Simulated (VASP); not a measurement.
A run of VASP 6.6.1:

File INCAR:

```
SYSTEM = KRu3
PREC = Accurate
ENCUT = 600
EDIFF = 1E-7
ISMEAR = 0
SIGMA = 0.1
LREAL = .False.
LASPH = .True.
NELM = 100
ALGO = Normal
ISIF = 3
LWAVE = .False.
LCHARG = .False.
GGA = PE
IBRION = 2
NSW = 100
EDIFFG = -0.01
```

Contents of KPOINTS:

```
Automatic mesh
0
Gamma
  12 12 12
  0 0 0
```

File POSCAR:

```
KRu3
1.0
    0.0000000000      3.1869403879      3.1869403879
    3.1869403879      0.0000000000      3.1869403879
    3.1869403879      3.1869403879      0.0000000000
K Ru
1 3
Direct
    0.0000000000      0.0000000000      0.0000000000
    0.7500000000      0.7500000000      0.7500000000
    0.5000000000      0.5000000000      0.5000000000
    0.2500000000      0.2500000000      0.2500000000
```

Potentials or basis: VASP PAW PBE potentials, release 64 (K_sv, Ru_pv).

The run is started by

```console
$ cat potpaw_PBE.64/K_sv/POTCAR potpaw_PBE.64/Ru_pv/POTCAR > POTCAR
$ mpirun -np 1 vasp_std > vasp.out
```

Hardware: 1 thread of Intel(R) Xeon(R) 6975P-C (Granite Rapids) (shared host).

Estimate the wall time of this run.

It took 2.5 min on 1 thread of Intel(R) Xeon(R) 6975P-C (Granite Rapids), with other jobs on the host, peak memory 0.31 GiB. Counts: scf iterations 35, k points 72, ion steps 3.
